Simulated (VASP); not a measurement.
# MgO (Fm-3m) in VASP: further runs

Runs on MgO. Level: PBE. Tasks: single point, relaxation of cell and atoms.

Everything below comes from runs of VASP 6.6.1. Logs are shortened: lines on timing, memory, paths and dates and some standing lists are left out, and cuts for length are marked.

**1. The cell of the first run**

Symmetry: Fm-3m, No. 225, cubic system. Conventional cell: a = 4.254 Å, b = 4.254 Å, c = 4.254 Å, α = 90.00°, β = 90.00°, γ = 90.00°. Mg (site symmetry m-3m) has 6 O at 2.13 Å within 2.8 Å. O (site symmetry m-3m) has 6 Mg at 2.13 Å within 2.8 Å.

**2. Single point, PBE**

INCAR

```
PREC = Accurate
ENCUT = 520
EDIFF = 1E-7
ISMEAR = 0
SIGMA = 0.01
LREAL = F
LASPH = T
NELM = 100
ALGO = Normal
ISIF = 2
LWAVE = F
LCHARG = F
GGA = PE
NBANDS = 16
```

KPOINTS

```
Automatic mesh
0
Gamma
  8 8 6
```

POSCAR

```
MgO
1.0
    3.0077796398      0.0000000000      0.0000000000
    0.0000000000      3.0077796398      0.0000000000
    0.0000000000      0.0000000000      4.2537066164
Mg O
2 2
Direct
    0.0000000000      0.0000000000      0.0000000000
    0.5000000000      0.5000000000      0.5000000000
    0.5000000000      0.5000000000      0.0000000000
    0.0000000000      0.0000000000      0.5000000000
```

Potentials or basis: VASP PAW PBE potentials, release 64 (Mg, O).

Launch:

```bash
cat potpaw_PBE.64/Mg/POTCAR potpaw_PBE.64/O/POTCAR > POTCAR
mpirun -np 1 vasp_std > vasp.out
```

OUTCAR:

```text
PREC = Accurate
   ENCUT = 520
   EDIFF = 1E-7
   ISMEAR = 0
   LREAL = F
   LASPH = T
   NELM = 100
   ISIF = 2
   GGA = PE

 ion  position               nearest neighbor table
   1  0.000  0.000  0.000-   3 2.13   3 2.13   3 2.13   3 2.13   4 2.13   4 2.13   2 3.01   2 3.01
                             2 3.01   2 3.01   2 3.01   2 3.01   2 3.01   2 3.01
   2  0.500  0.500  0.500-   4 2.13   4 2.13   4 2.13   4 2.13   3 2.13   3 2.13   1 3.01   1 3.01
                             1 3.01   1 3.01   1 3.01   1 3.01   1 3.01   1 3.01
   3  0.500  0.500  0.000-   1 2.13   1 2.13   1 2.13   1 2.13   2 2.13   2 2.13
   4  0.000  0.000  0.500-   2 2.13   2 2.13   2 2.13   2 2.13   1 2.13   1 2.13

  LATTYP: Found a simple tetragonal cell.
 ALAT       =     3.0077796398
 C/A-ratio  =     1.4142347930

  Lattice vectors:

 A1 = (   3.0077796398,   0.0000000000,   0.0000000000)
 A2 = (   0.0000000000,   3.0077796398,   0.0000000000)
 A3 = (   0.0000000000,   0.0000000000,   4.2537066164)

Analysis of symmetry for initial positions (statically):
=====================================================================
 Subroutine PRICEL returns following result:

  LATTYP: Found a body centered tetragonal cell.
 ALAT       =     3.0077796398
 C/A-ratio  =     1.4142347930

  Lattice vectors:

 A1 = (   1.5038898199,   1.5038898199,   2.1268533082)
 A2 = (  -1.5038898199,  -1.5038898199,   2.1268533082)
 A3 = (   1.5038898199,  -1.5038898199,  -2.1268533082)

   2 primitive cells build up your supercell.

 Routine SETGRP: Setting up the symmetry group for a
 simple tetragonal supercell.

 Subroutine GETGRP returns: Found 16 space group operations
 (whereof 16 operations were pure point group operations)
 out of a pool of 16 trial point group operations.

The static configuration has the point symmetry D_4h.

Analysis of symmetry for dynamics (positions and initial velocities):
=====================================================================
 Subroutine PRICEL returns following result:

  LATTYP: Found a body centered tetragonal cell.
 ALAT       =     3.0077796398
 C/A-ratio  =     1.4142347930

  Lattice vectors:

 A1 = (   1.5038898199,   1.5038898199,   2.1268533082)
 A2 = (  -1.5038898199,  -1.5038898199,   2.1268533082)
 A3 = (   1.5038898199,  -1.5038898199,  -2.1268533082)

   2 primitive cells build up your supercell.

 Routine SETGRP: Setting up the symmetry group for a
 simple tetragonal supercell.

 Subroutine GETGRP returns: Found 16 space group operations
 (whereof 16 operations were pure point group operations)
 out of a pool of 16 trial point group operations.

The dynamic configuration has the point symmetry D_4h.

 Subroutine INISYM returns: Found 16 space group operations
 (whereof 16 operations are pure point group operations),
 and found     2 'primitive' translations

----------------------------------------------------------------------------------------

                                     Primitive cell

  volume of cell :      19.2411

  direct lattice vectors                    reciprocal lattice vectors
     1.503889820  1.503889820  2.126853308     0.332471165  0.000000000  0.235089086
    -1.503889820 -1.503889820  2.126853308     0.000000000 -0.332471165  0.235089086
     1.503889820 -1.503889820 -2.126853308     0.332471165 -0.332471165  0.000000000

  length of vectors
     3.007802217  3.007802217  3.007802217     0.407190316  0.407190316  0.470185230

  position of ions in fractional coordinates (direct lattice)
     0.000000000  0.000000000  0.000000000
     0.500000000  0.500000000  0.000000000

  ion indices of the primitive-cell ions
   primitive index   ion index
                 1           1
                 2           4

----------------------------------------------------------------------------------------

 KPOINTS: Automatic mesh

Automatic generation of k-mesh.
 Grid dimensions read from file:
 generate k-points for:    8    8    6

 Generating k-lattice:

  Cartesian coordinates                     Fractional coordinates (reciprocal lattice)
     0.041558896  0.000000000  0.000000000     0.125000000  0.000000000  0.000000000
     0.000000000  0.041558896  0.000000000     0.000000000  0.125000000  0.000000000
     0.000000000  0.000000000  0.039181514     0.000000000  0.000000000  0.166666667

  Length of vectors
     0.041558896  0.041558896  0.039181514

  Shift w.r.t. Gamma in fractional coordinates (k-lattice)
     0.000000000  0.000000000  0.000000000

 Subroutine IBZKPT returns following result:
 ===========================================

 Found     60 irreducible k-points:

 Following reciprocal coordinates:
            Coordinates               Weight
  0.000000  0.000000  0.000000      1.000000
  0.125000  0.000000  0.000000      4.000000
  0.250000  0.000000  0.000000      4.000000
  0.375000  0.000000  0.000000      4.000000
  0.500000  0.000000  0.000000      2.000000
  0.125000  0.125000  0.000000      4.000000
[... 16 lines left out ...]
  0.375000  0.125000  0.166667     16.000000
  0.500000  0.125000  0.166667      8.000000
 [... further k-points ...]
   k-points           NKPTS =     60   k-points in BZ     NKDIM =     60   number of bands    NBANDS=     16
   number of dos      NEDOS =    301   number of ions     NIONS =      4
   total plane-waves  NPLWV =  18432
   dimension x,y,z NGX =    24 NGY =   24 NGZ =   32
   dimension x,y,z NGXF=    48 NGYF=   48 NGZF=   64
   ions per type =               2   2
   NGX,Y,Z   is equivalent  to a cutoff of  13.27, 13.27, 12.51 a.u.
   NGXF,Y,Z  is equivalent  to a cutoff of  26.53, 26.53, 25.01 a.u.
 SYSTEM =  unknown system
   PREC   = accura    normal or accurate (medium, high low for compatibility)
   ISTART =      0    job   : 0-new  1-cont  2-samecut
   ICHARG =      2    charge: 1-file 2-atom 10-const
   ISPIN  =      1    spin polarized calculation?
   LNONCOLLINEAR =      F non collinear calculations
   LSORBIT =      F    spin-orbit coupling
   LASPH  =      T    aspherical Exc in radial PAW
   ENCUT  =  520.0 eV  38.22 Ry    6.18 a.u.   5.59  5.59  7.91*2*pi/ulx,y,z
   NELM   =    100;   NELMIN=  2; NELMDL= -5     # of ELM steps
   EDIFF  = 0.1E-06   stopping-criterion for ELM
   LREAL  =      F    real-space projection
   EDIFFG = 0.1E-05   stopping-criterion for IOM
   NSW    =      0    number of steps for IOM
   IBRION =     -1    ionic relax: 0-MD 1-quasi-New 2-CG
   NFREE  =      0    steps in history (QN), initial steepest desc. (CG)
   ISIF   =      2    stress and relaxation
   ISYM   =      2    0-nonsym 1-usesym 2-fastsym
   POTIM  = 0.5000    time-step for ionic-motion
   TEBEG  =    0.0;   TEEND  =   0.0 temperature during run
   PSTRESS=    0.0 pullay stress
   NELECT =      16.0000    total number of electrons
   NUPDOWN=      -1.0000    fix difference up-down
   EMIN   =  10.00;   EMAX   =-10.00  energy-range for DOS
   EFERMI =   0.00;   METHOD = LEGACY
   ISMEAR =     0;   SIGMA  =   0.01  broadening in eV -4-tet -1-fermi 0-gaus
   EFERMI_NEDOS =   21; number of points for ismear=-14 and -15
   IALGO  =     38    algorithm
   IMIX   =      4    mixing-type and parameters
     AMIX     =   0.40;   BMIX     =  1.00
     AMIX_MAG =   1.60;   BMIX_MAG =  1.00
  volume/ion in A,a.u.               =       9.62        64.92
  Fermi-wavevector in a.u.,A,eV,Ry     =   1.221879  2.309017 20.313349  1.492989
  Thomas-Fermi vector in A             =   2.357046
   LORBIT       =      0    0 simple, 1 ext, 2 COOP (PROOUT), +10 PAW based schemes
   GGA     = PE    functional components
   LHFCALC =     F    Hartree Fock is set to
   AEXX    =    0.0000 exact exchange contribution
   IVDW    =     0    specifies the selected vdW correction
   LEPSILON=     F    determine dielectric tensor
   LRPA    =     F    only Hartree local field effects (RPA)
 non-spin polarized calculation
 Gauss-broadening in eV      SIGMA  =   0.01
  energy-cutoff  :      520.00
  volume of cell :       38.48
 maximum number of plane-waves:      1056
 NGX is ok and might be reduce to    24
   NGX = 11   NGY = 11   NGZ = 15

 number of electron      15.9999990 magnetization

 Free energy of the ion-electron system (eV)
  ---------------------------------------------------
  ext. energy  EPLUGINS =         0.00000000
  ---------------------------------------------------
  free energy    TOTEN  =       -23.82335891 eV

  energy without entropy =      -23.82335891  energy(sigma->0) =      -23.82335891

 E-fermi :   3.0543     XC(G=0): -10.9398

 val. band max:        2.9690850413   @ k =   0.0000   0.0000   0.0000
 cond. band min:       7.4139474286   @ k =   0.0000   0.0000   0.0000
 fundamental gap:      4.4448623874
 Fermi energy:         3.0542804210

 k-point     1 :       0.0000    0.0000    0.0000
  band No.  band energies     occupation
      1     -14.1459      2.00000
      2     -12.6870      2.00000
      3      -0.9950      2.00000
      4       1.6616      2.00000
      5       1.6616      2.00000
      6       2.9691      2.00000
[... 8 lines left out ...]
     15      18.6016      0.00000
     16      21.4959      0.00000

 k-point     2 :       0.1250    0.0000    0.0000
  band No.  band energies     occupation
      1     -14.0415      2.00000
      2     -12.6748      2.00000
      3      -0.8472      2.00000
      4       1.2232      2.00000
      5       1.7146      2.00000
      6       2.3292      2.00000
[... 8 lines left out ...]
     15      18.8583      0.00000
     16      21.1197      0.00000

 k-point     3 :       0.2500    0.0000    0.0000
  band No.  band energies     occupation
      1     -13.7553      2.00000
      2     -12.6728      2.00000
      3      -0.4186      2.00000
      4       0.3406      2.00000
      5       1.1290      2.00000
      6       1.8653      2.00000
[... 8 lines left out ...]
     15      19.6279      0.00000
     16      20.6862      0.00000
[... 362 lines left out ...]
 k-point    23 :       0.3750    0.1250    0.1667
  band No.  band energies     occupation
      1     -13.2526      2.00000
      2     -12.7594      2.00000
      3      -0.7008      2.00000
      4      -0.2751      2.00000
      5       0.8029      2.00000
      6       1.9182      2.00000
[... 8 lines left out ...]
     15      19.4107      0.00000
     16      19.7568      0.00000

 k-point    24 :       0.5000    0.1250    0.1667
  band No.  band energies     occupation
      1     -12.9413      2.00000
      2     -12.9413      2.00000
      3      -0.7513      2.00000
      4      -0.7513      2.00000
      5       1.4088      2.00000
      6       1.4088      2.00000
[... 8 lines left out ...]
     15      19.7097      0.00000
     16      19.7097      0.00000

 [... further k-points ...]
[... 5 lines left out ...]
  --------------------------------------------------------------------------------------
  -------------------------------------------------------------------------------------
  Total       -0.1712460     -0.1712460     -0.1723254      0.0000000      0.0000000     -0.0000000
  in kB       -7.1297023     -7.1297023     -7.1746421      0.0000000      0.0000000     -0.0000000
  external PRESSURE =      -7.1446822 kB  Pullay stress =       0.0000000 kB

 VOLUME and BASIS-vectors are now :
 -----------------------------------------------------------------------------
  energy-cutoff  :      520.00
  volume of cell :       38.48
      direct lattice vectors                 reciprocal lattice vectors
     3.007779640  0.000000000  0.000000000     0.332471165  0.000000000  0.000000000
     0.000000000  3.007779640  0.000000000     0.000000000  0.332471165  0.000000000
     0.000000000  0.000000000  4.253706616     0.000000000  0.000000000  0.235089086

 POSITION                                       TOTAL-FORCE (eV/Angst)
 -----------------------------------------------------------------------------------
      0.00000      0.00000      0.00000        -0.000000     -0.000000     -0.000000
      1.50389      1.50389      2.12685        -0.000000     -0.000000     -0.000000
      1.50389      1.50389      0.00000         0.000000      0.000000      0.000000
      0.00000      0.00000      2.12685        -0.000000     -0.000000     -0.000000
 -----------------------------------------------------------------------------------
    total drift:                                0.000000     -0.000000     -0.000000

  FREE ENERGIE OF THE ION-ELECTRON SYSTEM (eV)
  ---------------------------------------------------
  free  energy   TOTEN  =       -23.8233589059 eV

  energy  without entropy=      -23.8233589059  energy(sigma->0) =      -23.82335891
```

Wall time 12 s (1 thread of Intel Xeon 6975P-C (Granite Rapids), shared host); peak memory 0.16 GiB.

Results:

```yaml
Free_energy: -23.8234 eV
Pressure: -0.7 GPa
Band_gap_on_the_k_mesh: 4.44 eV
```

Levels at points of the mesh, in eV from the valence-band top:
| k point | band 6 | band 7 | band 8 | band 9 | band 10 | band 11 |
| --- | --- | --- | --- | --- | --- | --- |
| (0.00, 0.00, 0.00) | 0.00 | 0.00 | 0.00 | 4.44 | 9.08 | 9.65 |
| (0.50, 0.00, 0.00) | -1.93 | -0.62 | -0.62 | 9.21 | 9.21 | 11.60 |
| (0.50, 0.50, 0.00) | -1.31 | -1.31 | -1.31 | 9.08 | 9.08 | 9.65 |
| (0.00, 0.00, 0.50) | -0.71 | -0.71 | -0.71 | 7.77 | 7.77 | 11.09 |
| (0.50, 0.00, 0.50) | -0.62 | -0.62 | -0.62 | 7.71 | 7.71 | 12.27 |
| (0.50, 0.50, 0.50) | -2.86 | -1.72 | -1.72 | 11.45 | 11.45 | 11.45 |

A hybrid or GW would open this gap; PBE tends to underestimate it.

**3. Relaxation of cell and atoms, PBE**

This run uses another cell than the first one, of 9.34 Å³/atom, 0.971 times its volume.

INCAR

```
PREC = Accurate
ENCUT = 600
EDIFF = 1E-6
ISMEAR = 0
SIGMA = 0.01
LREAL = F
LASPH = T
NELM = 60
ALGO = Normal
ISIF = 3
LWAVE = F
LCHARG = F
GGA = PE
IBRION = 2
NSW = 80
EDIFFG = -0.005
```

KPOINTS is that of step 2.

POSCAR

```
MgO
1.0
    2.9783337624      0.0000000000      0.0000000000
    0.0000000000      2.9783337624      0.0000000000
    0.0000000000      0.0000000000      4.2120000000
Mg O
2 2
Direct
    0.0000000000      0.0000000000      0.0000000000
    0.5000000000      0.5000000000      0.5000000000
    0.5000000000      0.5000000000      0.0000000000
    0.0000000000      0.0000000000      0.5000000000
```

Potentials or basis: VASP PAW PBE potentials, release 64 (Mg, O).

Launch:

```bash
cat potpaw_PBE.64/Mg/POTCAR potpaw_PBE.64/O/POTCAR > POTCAR
mpirun -np 1 vasp_std > vasp.out
```

Wall time 19 s (1 thread of Intel Xeon 6975P-C (Granite Rapids), shared host); peak memory 0.17 GiB.

Results (log left out):

```yaml
Free_energy: -23.8279 eV
Relaxed_volume: 9.56 Å³/atom
Relaxed_cell: a = 3.002 Å, b = 3.002 Å, c = 4.245 Å, α = 90.00°, β = 90.00°, γ = 90.00°
Space_group_after_relaxing_to_0.05_Å: Fm-3m (No. 225)
Energy_gained_by_relaxing: 2.5 meV/atom
Ionic_steps: 3
Pressure_after_relaxing: 0.0 GPa
Band_gap_on_the_k_mesh: 4.50 eV
```

The path:
| step | energy change (eV) | largest force (eV/Å) | pressure (GPa) | volume (Å³) |
| --- | --- | --- | --- | --- |
| 1 | 0.0000 | 0.0000 | 3.69 | 37.36 |
| 2 | -0.0090 | 0.0000 | -1.12 | 38.54 |
| 3 | -0.0100 | 0.0000 | 0.02 | 38.25 |

Final structure:
```cif
data_structure
_symmetry_space_group_name_H-M 'P 1'
_symmetry_Int_Tables_number 1
_cell_length_a 3.0017
_cell_length_b 3.0017
_cell_length_c 4.2450
_cell_angle_alpha 90.000
_cell_angle_beta 90.000
_cell_angle_gamma 90.000
_cell_volume 38.25
loop_
_atom_site_label
_atom_site_type_symbol
_atom_site_fract_x
_atom_site_fract_y
_atom_site_fract_z
_atom_site_occupancy
Mg1 Mg 0.00000 0.00000 0.00000 1
Mg2 Mg 0.50000 0.50000 0.50000 1
O1 O 0.50000 0.50000 0.00000 1
O2 O 0.00000 0.00000 0.50000 1
```

Levels at points of the mesh, in eV from the valence-band top:
```tsv
k point	band 5	band 6	band 7	band 8	band 9	band 10	band 11	band 12
(0.00, 0.00, 0.00)	-1.32	0.00	0.00	0.00	4.50	9.09	9.72	12.85
(0.50, 0.00, 0.00)	-1.94	-1.94	-0.63	-0.63	9.27	9.27	11.64	11.64
(0.50, 0.50, 0.00)	-1.32	-1.32	-1.32	-1.32	9.09	9.09	9.72	9.72
(0.00, 0.00, 0.50)	-0.72	-0.72	-0.72	-0.72	7.83	7.83	11.11	11.11
(0.50, 0.00, 0.50)	-0.63	-0.63	-0.63	-0.63	7.75	7.75	12.34	12.34
(0.50, 0.50, 0.50)	-2.88	-2.88	-1.73	-1.73	11.49	11.49	11.49	11.49
```
